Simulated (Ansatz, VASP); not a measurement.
## Two plane-wave programs on TiAl3

```
Ti Al
1.0
     2.78133    0.00000    0.00000
     0.00000    4.67094    0.00000
     0.00000    0.00000    4.89355
Ti Al
1 3
Direct
  0.00000 0.50000 0.16317
  0.50000 0.50000 0.66405
  0.50000 0.00000 0.33312
  0.00000 0.00000 0.83966
```

Alike in both runs: functional PBEsol; k mesh 14 × 10 × 10; occupations gaussian, width 0.1 eV; no spin polarisation.

Ansatz relaxed the structure, and its values are those at the end. VASP's run is a single point on that final structure, the one shown.

```csv
,VASP,Ansatz
version,VASP 6.6.1,Ansatz 0.2.0
potentials or method,"VASP PAW PBE potentials, release 64 (Ti_sv, Al), cutoff 520 eV","scalar-relativistic, plane waves, PAW"
valence electrons in the cell,21,21
```

```csv
,VASP,Ansatz,Ansatz less VASP
gap on the k mesh at the Fermi level (eV),none,none,-
pressure (GPa),0.0,0.0,-0.05
```

VASP's potentials were made for PBE, not for PBEsol. A gap of «none» marks a metal or a gap that the smearing closes.
